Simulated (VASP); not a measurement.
Si2W, 9 atoms in the cell. Symmetry: P6_222, No. 180, hexagonal system. The conventional cell has a = 4.717 Å, b = 4.717 Å, c = 6.360 Å, α = 90.00°, β = 90.00°, γ = 120.00°. Within 3.2 Å of Si (site symmetry 2) lie 7 Si at 2.45 to 3.01 Å and 5 W at 2.56 to 2.85 Å. Within 3.4 Å of W (site symmetry 222) lie 10 Si at 2.56 to 2.85 Å and 4 W at 3.17 Å.  This cell differs from its parent crystal: atoms shifted along a free coordinate, c/a of the conventional cell at fixed volume 1.3483.

- Program: VASP 6.6.1
- Task: single point
- Functional: PBE
- Potentials or basis: VASP PAW PBE potentials, release 64 (Si, W_sv)
- Cutoff: 520 eV
- k mesh: 9 × 9 × 6
- Occupations: gaussian, width 0.03 eV
- Spin: no spin polarisation
- Dipole correction: no
- Further INCAR settings: ALGO = Normal; EDIFF = 1e-07; NBANDS = 43

Potentials or basis: VASP PAW PBE potentials, release 64 (Si, W_sv).

Command:

```bash
$ cat potpaw_PBE.64/Si/POTCAR potpaw_PBE.64/W_sv/POTCAR > POTCAR
$ mpirun -np 1 vasp_std > vasp.out
```

Hardware: 1 thread of Intel Xeon 8259CL, on a shared host.

Question: Estimate the wall time of this run.

Answer: Run time: 5.4 min on 1 thread of Intel Xeon 8259CL (shared host), peak memory 0.35 GiB. Counts: scf iterations 15, k points 48.
